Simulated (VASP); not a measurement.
# SnO2 (I4_1/amd) in VASP: a series of runs

The runs below take SnO2 through single point, with PBEsol.

All numbers are computed with VASP 6.6.1; they aren't measurements. Logs are shortened: lines on timing, memory, paths and dates and some standing lists are left out, and cuts for length are marked.

## Step 1: The cell of the first run

It takes space group I4_1/amd (No. 141, tetragonal). Conventional cell: a = 4.000 Å, b = 4.000 Å, c = 10.247 Å, α = 90.00°, β = 90.00°, γ = 90.00°. Sn (site symmetry -4m2) has 6 O at 2.06 to 2.09 Å within 2.7 Å. O (site symmetry 2mm) has 3 Sn at 2.06 to 2.09 Å and 2 O at 2.57 Å within 2.7 Å.

## Step 2: Single point, PBEsol

Contents of INCAR:

```
PREC     = Accurate       # precision mode
ENCUT    = 600            # plane-wave cutoff, eV
EDIFF    = 1E-6           # SCF threshold, eV
ISMEAR   = 0              # smearing method
SIGMA    = 0.01           # smearing width, eV
LREAL    = False          # projectors in reciprocal space
LASPH    = True           # aspherical terms in the spheres
NELM     = 120            # most SCF steps
ALGO     = Normal         # electronic algorithm
ISIF     = 2              # what is computed and relaxed
LWAVE    = False          # write WAVECAR
LCHARG   = False          # write CHGCAR
GGA      = PS             # functional
NBANDS   = 35             # bands
GGA_COMPAT= False
```

Contents of KPOINTS:

```
Automatic mesh
0
Gamma
  6 6 6
```

Contents of POSCAR:

```
SnO2
1.0
   -2.0000686100      2.0000686100      5.1236788550
    2.0000686100     -2.0000686100      5.1236788550
    2.0000686100      2.0000686100     -5.1236788550
Sn O
2 4
Direct
    0.7500000000      0.2500000000      0.5000000000
    0.0000000000      1.0000000000      0.0000000000
    0.7965225900      0.7965225900      0.0000000000
    0.2034774100      0.2034774100      0.0000000000
   -0.0465225900      0.4534774100      0.5000000000
    0.5465225900      1.0465225900      0.5000000000
```

Potentials or basis: VASP PAW PBE potentials, release 64 (Sn_d, O).

The run is started by

```bash
$ cat potpaw_PBE.64/Sn_d/POTCAR potpaw_PBE.64/O/POTCAR > POTCAR
$ mpirun -np 1 vasp_std > vasp.out
```

OUTCAR:

```text
PREC = Accurate
   ENCUT = 600
   EDIFF = 1E-6
   ISMEAR = 0
   LREAL = False
   LASPH = True
   NELM = 120
   ISIF = 2
   GGA = PS

 ion  position               nearest neighbor table
   1  0.750  0.250  0.500-   3 2.06   4 2.06   3 2.06   4 2.06   5 2.09   6 2.09   2 3.25   2 3.25
                             2 3.25   2 3.25
   2  0.000  0.000  0.000-   6 2.06   5 2.06   6 2.06   5 2.06   4 2.09   3 2.09   1 3.25   1 3.25
                             1 3.25   1 3.25
   3  0.797  0.797  0.000-   1 2.06   1 2.06   2 2.09
   4  0.203  0.203  0.000-   1 2.06   1 2.06   2 2.09
   5  0.953  0.453  0.500-   2 2.06   2 2.06   1 2.09
   6  0.547  0.047  0.500-   2 2.06   2 2.06   1 2.09

  LATTYP: Found a body centered tetragonal cell.
 ALAT       =     4.0001372200
 C/A-ratio  =     2.5617515466

  Lattice vectors:

 A1 = (  -2.0000686100,   2.0000686100,   5.1236788550)
 A2 = (   2.0000686100,  -2.0000686100,   5.1236788550)
 A3 = (   2.0000686100,   2.0000686100,  -5.1236788550)

Analysis of symmetry for initial positions (statically):
=====================================================================
 Subroutine PRICEL returns:
 Original cell was already a primitive cell.

 Routine SETGRP: Setting up the symmetry group for a
 body centered tetragonal supercell.

 Subroutine GETGRP returns: Found 16 space group operations
 (whereof  8 operations were pure point group operations)
 out of a pool of 16 trial point group operations.

The static configuration has the point symmetry D_2d.
 The point group associated with its full space group is D_4h.

Analysis of symmetry for dynamics (positions and initial velocities):
=====================================================================
 Subroutine PRICEL returns:
 Original cell was already a primitive cell.

 Routine SETGRP: Setting up the symmetry group for a
 body centered tetragonal supercell.

 Subroutine GETGRP returns: Found 16 space group operations
 (whereof  8 operations were pure point group operations)
 out of a pool of 16 trial point group operations.

The dynamic configuration has the point symmetry D_2d.
 The point group associated with its full space group is D_4h.

 Subroutine INISYM returns: Found 16 space group operations
 (whereof  8 operations are pure point group operations),
 and found     1 'primitive' translations

----------------------------------------------------------------------------------------

                                     Primitive cell

  volume of cell :      81.9845

  direct lattice vectors                    reciprocal lattice vectors
    -2.000068610  2.000068610  5.123678855     0.000000000  0.249991424  0.097586132
     2.000068610 -2.000068610  5.123678855     0.249991424  0.000000000  0.097586132
     2.000068610  2.000068610 -5.123678855     0.249991424  0.249991424  0.000000000

  length of vectors
     5.852574980  5.852574980  5.852574980     0.268363122  0.268363122  0.353541262

  position of ions in fractional coordinates (direct lattice)
     0.750000000  0.250000000  0.500000000
     0.000000000  0.000000000  0.000000000
     0.796522590  0.796522590  0.000000000
     0.203477410  0.203477410  0.000000000
     0.953477410  0.453477410  0.500000000
     0.546522590  0.046522590  0.500000000

  ion indices of the primitive-cell ions
   primitive index   ion index
                 1           1
                 2           2
                 3           3
                 4           4
                 5           5
                 6           6

----------------------------------------------------------------------------------------

 KPOINTS: Automatic mesh

Automatic generation of k-mesh.
 Grid dimensions read from file:
 generate k-points for:    6    6    6

 Generating k-lattice:

  Cartesian coordinates                     Fractional coordinates (reciprocal lattice)
     0.000000000  0.041665237  0.016264355     0.166666667  0.000000000 -0.000000000
     0.041665237  0.000000000  0.016264355     0.000000000  0.166666667 -0.000000000
     0.041665237  0.041665237  0.000000000     0.000000000  0.000000000  0.166666667

  Length of vectors
     0.044727187  0.044727187  0.058923544

  Shift w.r.t. Gamma in fractional coordinates (k-lattice)
     0.000000000  0.000000000  0.000000000

 Subroutine IBZKPT returns following result:
 ===========================================

 Found     30 irreducible k-points:

 Following reciprocal coordinates:
            Coordinates               Weight
  0.000000  0.000000  0.000000      1.000000
  0.166667 -0.000000  0.000000      8.000000
  0.333333 -0.000000  0.000000      8.000000
  0.500000 -0.000000  0.000000      4.000000
  0.166667  0.166667  0.000000      8.000000
  0.333333  0.166667  0.000000     16.000000
[... 16 lines left out ...]
 -0.333333 -0.333333  0.166667      8.000000
 -0.166667 -0.333333  0.166667      8.000000
 [... further k-points ...]
   k-points           NKPTS =     30   k-points in BZ     NKDIM =     30   number of bands    NBANDS=     35
   number of dos      NEDOS =    301   number of ions     NIONS =      6
   total plane-waves  NPLWV = 110592
   dimension x,y,z NGX =    48 NGY =   48 NGZ =   48
   dimension x,y,z NGXF=    96 NGYF=   96 NGZF=   96
   ions per type =               2   4
   NGX,Y,Z   is equivalent  to a cutoff of  13.63, 13.63, 13.63 a.u.
   NGXF,Y,Z  is equivalent  to a cutoff of  27.27, 27.27, 27.27 a.u.
 SYSTEM =  unknown system
   PREC   = accura    normal or accurate (medium, high low for compatibility)
   ISTART =      0    job   : 0-new  1-cont  2-samecut
   ICHARG =      2    charge: 1-file 2-atom 10-const
   ISPIN  =      1    spin polarized calculation?
   LNONCOLLINEAR =      F non collinear calculations
   LSORBIT =      F    spin-orbit coupling
   LASPH  =      T    aspherical Exc in radial PAW
   ENCUT  =  600.0 eV  44.10 Ry    6.64 a.u.  11.69 11.69 11.69*2*pi/ulx,y,z
   NELM   =    120;   NELMIN=  2; NELMDL= -5     # of ELM steps
   EDIFF  = 0.1E-05   stopping-criterion for ELM
   LREAL  =      F    real-space projection
   EDIFFG = 0.1E-04   stopping-criterion for IOM
   NSW    =      0    number of steps for IOM
   IBRION =     -1    ionic relax: 0-MD 1-quasi-New 2-CG
   NFREE  =      0    steps in history (QN), initial steepest desc. (CG)
   ISIF   =      2    stress and relaxation
   ISYM   =      2    0-nonsym 1-usesym 2-fastsym
   POTIM  = 0.5000    time-step for ionic-motion
   TEBEG  =    0.0;   TEEND  =   0.0 temperature during run
   PSTRESS=    0.0 pullay stress
   NELECT =      52.0000    total number of electrons
   NUPDOWN=      -1.0000    fix difference up-down
   EMIN   =  10.00;   EMAX   =-10.00  energy-range for DOS
   EFERMI =   0.00;   METHOD = LEGACY
   ISMEAR =     0;   SIGMA  =   0.01  broadening in eV -4-tet -1-fermi 0-gaus
   EFERMI_NEDOS =   21; number of points for ismear=-14 and -15
   IALGO  =     38    algorithm
   IMIX   =      4    mixing-type and parameters
     AMIX     =   0.40;   BMIX     =  1.00
     AMIX_MAG =   1.60;   BMIX_MAG =  1.00
  volume/ion in A,a.u.               =      13.66        92.21
  Fermi-wavevector in a.u.,A,eV,Ry     =   1.406583  2.658057 26.918799  1.978476
  Thomas-Fermi vector in A             =   2.528929
   LORBIT       =      0    0 simple, 1 ext, 2 COOP (PROOUT), +10 PAW based schemes
   GGA     = PS    functional components
   LHFCALC =     F    Hartree Fock is set to
   AEXX    =    0.0000 exact exchange contribution
   IVDW    =     0    specifies the selected vdW correction
   LEPSILON=     F    determine dielectric tensor
   LRPA    =     F    only Hartree local field effects (RPA)
 non-spin polarized calculation
 Gauss-broadening in eV      SIGMA  =   0.01
  energy-cutoff  :      600.00
  volume of cell :       81.98
 maximum number of plane-waves:      2770
   NGX = 23   NGY = 23   NGZ = 23

 number of electron      52.0000007 magnetization

 Free energy of the ion-electron system (eV)
  ---------------------------------------------------
  ext. energy  EPLUGINS =         0.00000000
  ---------------------------------------------------
  free energy    TOTEN  =       -39.22752977 eV

  energy without entropy =      -39.22752977  energy(sigma->0) =      -39.22752977

 E-fermi :   3.9680     XC(G=0): -10.5522

 val. band max:        3.9114891915   @ k =   0.3333   0.3333   0.1667
 cond. band min:       5.4786876893   @ k =   0.0000   0.0000   0.0000
 fundamental gap:      1.5671984978
 Fermi energy:         3.9679927648

 k-point     1 :       0.0000    0.0000    0.0000
  band No.  band energies     occupation
      1     -16.3976      2.00000
      2     -16.3872      2.00000
      3     -16.2482      2.00000
      4     -15.6699      2.00000
      5     -15.5715      2.00000
      6     -15.5715      2.00000
[... 27 lines left out ...]
     34      16.2099      0.00000
     35      16.2448      0.00000

 k-point     2 :       0.1667   -0.0000    0.0000
  band No.  band energies     occupation
      1     -16.4289      2.00000
      2     -16.2783      2.00000
      3     -16.1970      2.00000
      4     -15.6825      2.00000
      5     -15.5777      2.00000
      6     -15.5657      2.00000
[... 27 lines left out ...]
     34      15.4205      0.00000
     35      15.7687      0.00000

 k-point     3 :       0.3333   -0.0000    0.0000
  band No.  band energies     occupation
      1     -16.4255      2.00000
      2     -16.2078      2.00000
      3     -16.0036      2.00000
      4     -15.7110      2.00000
      5     -15.5889      2.00000
      6     -15.5529      2.00000
[... 27 lines left out ...]
     34      15.1708      0.00000
     35      15.7282      0.00000

 k-point     4 :       0.5000   -0.0000    0.0000
  band No.  band energies     occupation
      1     -16.4242      2.00000
      2     -16.1769      2.00000
      3     -15.8996      2.00000
      4     -15.7274      2.00000
      5     -15.5940      2.00000
      6     -15.5391      2.00000
[... 27 lines left out ...]
     34      15.8041      0.00000
     35      16.6298      0.00000

 k-point     5 :       0.1667    0.1667    0.0000
  band No.  band energies     occupation
      1     -16.4303      2.00000
      2     -16.2296      2.00000
      3     -16.1267      2.00000
      4     -15.6507      2.00000
      5     -15.5942      2.00000
      6     -15.5609      2.00000
[... 638 lines left out ...]
 k-point    22 :      -0.1667    0.5000    0.1667
  band No.  band energies     occupation
      1     -16.4641      2.00000
      2     -16.2829      2.00000
      3     -15.9235      2.00000
      4     -15.5993      2.00000
      5     -15.5943      2.00000
      6     -15.5722      2.00000
[... 27 lines left out ...]
     34      15.3721      0.00000
     35      15.7904      0.00000

 k-point    23 :      -0.3333   -0.3333    0.1667
  band No.  band energies     occupation
      1     -16.4809      2.00000
      2     -16.3706      2.00000
      3     -15.9267      2.00000
      4     -15.6410      2.00000
      5     -15.5745      2.00000
      6     -15.5567      2.00000
[... 27 lines left out ...]
     34      15.5956      0.00000
     35      16.3592      0.00000

 k-point    24 :      -0.1667   -0.3333    0.1667
  band No.  band energies     occupation
      1     -16.5163      2.00000
      2     -16.3551      2.00000
      3     -16.0600      2.00000
      4     -15.5998      2.00000
      5     -15.5945      2.00000
      6     -15.5762      2.00000
[... 27 lines left out ...]
     34      15.7894      0.00000
     35      15.8163      0.00000

 [... further k-points ...]

------------------------ aborting loop because EDIFF is reached ----------------------------------------

  FORCE on cell =-STRESS in cart. coord.  units (eV):
  Direction    XX          YY          ZZ          XY          YZ          ZX
  --------------------------------------------------------------------------------------
  -------------------------------------------------------------------------------------
  Total        0.7257374      0.7257374      0.2665968      0.0000000      0.0000000      0.0000000
  in kB       14.1826832     14.1826832      5.2099527      0.0000000      0.0000000      0.0000000
  external PRESSURE =      11.1917730 kB  Pullay stress =       0.0000000 kB

 VOLUME and BASIS-vectors are now :
 -----------------------------------------------------------------------------
  energy-cutoff  :      600.00
  volume of cell :       81.98
      direct lattice vectors                 reciprocal lattice vectors
    -2.000068610  2.000068610  5.123678855     0.000000000  0.249991424  0.097586132
     2.000068610 -2.000068610  5.123678855     0.249991424  0.000000000  0.097586132
     2.000068610  2.000068610 -5.123678855     0.249991424  0.249991424  0.000000000

 POSITION                                       TOTAL-FORCE (eV/Angst)
 -----------------------------------------------------------------------------------
     -0.00000      2.00007      2.56184        -0.000000     -0.000000      0.000000
      0.00000      0.00000      0.00000        -0.000000     -0.000000      0.000000
      0.00000      0.00000      8.16225        -0.000000      0.000000      0.057301
      0.00000      0.00000      2.08511        -0.000000      0.000000     -0.057301
      0.00000      2.00007      4.64695         0.000000     -0.000000     -0.057301
      0.00000      2.00007      0.47673         0.000000     -0.000000      0.057301
 -----------------------------------------------------------------------------------
    total drift:                                0.000000      0.000000     -0.000000

  FREE ENERGIE OF THE ION-ELECTRON SYSTEM (eV)
  ---------------------------------------------------
  free  energy   TOTEN  =       -39.2275297663 eV

  energy  without entropy=      -39.2275297663  energy(sigma->0) =      -39.22752977
```

Run time: 2.8 min. Hardware: 1 thread of Intel Xeon Platinum 8488C (Sapphire Rapids), shared host; peak memory 0.35 GiB.

What came out:

| Property | Result |
| --- | --- |
| Free energy | -39.2275 eV |
| Pressure | 1.1 GPa |
| Largest force | 0.057 eV/Å |
| Band gap on the k mesh | 1.57 eV (least direct gap 1.94 eV) |

Forces on the atoms (eV/Å):
```
Sn   0.000  0.000  0.000
Sn   0.000  0.000  0.000
O    0.000  0.000  0.057
O    0.000  0.000 -0.057
O    0.000  0.000 -0.057
O    0.000  0.000  0.057
```

Caveat: the PAW data sets were made with another functional, which shifts forces and pressure a little; spin-orbit coupling is left out, which moves the levels of the heavy elements. A k mesh can miss the band edges.

## Step 3: Single point, PBEsol

Contents of INCAR:

```
SYSTEM = SnO2
ALGO = Normal
EDIFF = 1E-6
ENCUT = 600
GGA = PS
GGA_COMPAT = .FALSE.
ISIF = 2
ISMEAR = 0
LASPH = .TRUE.
LCHARG = .TRUE.
LELF = .TRUE.
LREAL = .FALSE.
LVHAR = .TRUE.
LWAVE = .FALSE.
NBANDS = 35
NELM = 120
PREC = Accurate
SIGMA = 0.01
```

Contents of KPOINTS:

```
k-points
0
G
  6 6 6
  0 0 0
```

POSCAR is that of step 2.

Potentials or basis: VASP PAW PBE potentials, release 64 (Sn_d, O).

The run is started by

```bash
$ cat potpaw_PBE.64/Sn_d/POTCAR potpaw_PBE.64/O/POTCAR > POTCAR
$ mpirun -np 1 vasp_std > vasp.out
```

Run time: 2.7 min. Hardware: 1 thread of Intel Xeon Platinum 8488C (Sapphire Rapids), shared host; peak memory 0.35 GiB.

Results (log left out):

```yaml
Free_energy: -39.2275 eV
Pressure: 1.1 GPa
Largest_force: 0.057 eV/Å
Band_gap_on_the_k_mesh: 1.57 eV (least direct gap 1.94 eV)
```

Forces in eV/Å, atoms in the order of the input:
```
Sn   0.000  0.000  0.000
Sn   0.000  0.000  0.000
O    0.000  0.000  0.057
O    0.000  0.000 -0.057
O    0.000  0.000 -0.057
O    0.000  0.000  0.057
```

Stress tensor (GPa, compression positive):
```
1.42 0.00 0.00
0.00 1.42 0.00
0.00 0.00 0.52
```

Levels at points of the mesh, in eV from the valence-band top:
```csv
k point,band 22,band 23,band 24,band 25,band 26,band 27,band 28,band 29,band 30,band 31
"(0.00, 0.00, 0.00)",-1.04,-0.66,-0.66,-0.37,-0.37,1.57,5.51,9.24,9.68,9.79
"(0.50, 0.00, 0.00)",-1.11,-0.77,-0.75,-0.56,-0.38,4.91,6.16,7.84,8.54,9.91
"(0.50, 0.50, 0.00)",-0.89,-0.81,-0.81,-0.03,-0.03,7.28,7.28,7.57,7.57,8.59
"(0.50, 0.50, 0.50)",-2.77,-1.01,-1.01,-0.27,-0.27,4.21,4.21,7.57,7.57,11.89
```

Caveat: the PAW data sets were made with another functional, which shifts forces and pressure a little; spin-orbit coupling is left out, which moves the levels of the heavy elements. A k mesh can miss the band edges.
